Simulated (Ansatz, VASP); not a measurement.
One calculation of TiO2, two programs

```xyz
6
Lattice="4.5940 0.0000 0.0000 0.0000 4.5940 0.0000 0.0000 0.0000 2.9590" Properties=species:S:1:pos:R:3 pbc="T T T"
Ti    0.0000    0.0000    0.0000
Ti    2.2970    2.2970    1.4795
O     1.4058    1.4058    0.0000
O     0.8912    3.7028    1.4795
O     3.1882    3.1882    0.0000
O     3.7028    0.8912    1.4795
```

Alike in both runs: task relaxation of the atoms; functional PBE; k mesh 7 × 7 × 11; occupations fermi-dirac, width 0.01 eV; no spin polarisation.

|  | VASP | Ansatz |
| --- | --- | --- |
| version | VASP 6.6.1 | Ansatz 0.2.0 |
| potentials or method | VASP PAW PBE potentials, release 64 (Ti_sv, O) | plane-wave PAW, scalar-relativistic |
| plane-wave cutoff (eV) | 520 | 420 |
| valence electrons in the cell | 48 | 48 |

|  | VASP | Ansatz | Ansatz less VASP |
| --- | --- | --- | --- |
| gap on the k mesh at the Fermi level, each at its own relaxed structure (eV) | 1.83 | 1.87 | +0.036 |

Ansatz's warnings: stress scf threshold loose.
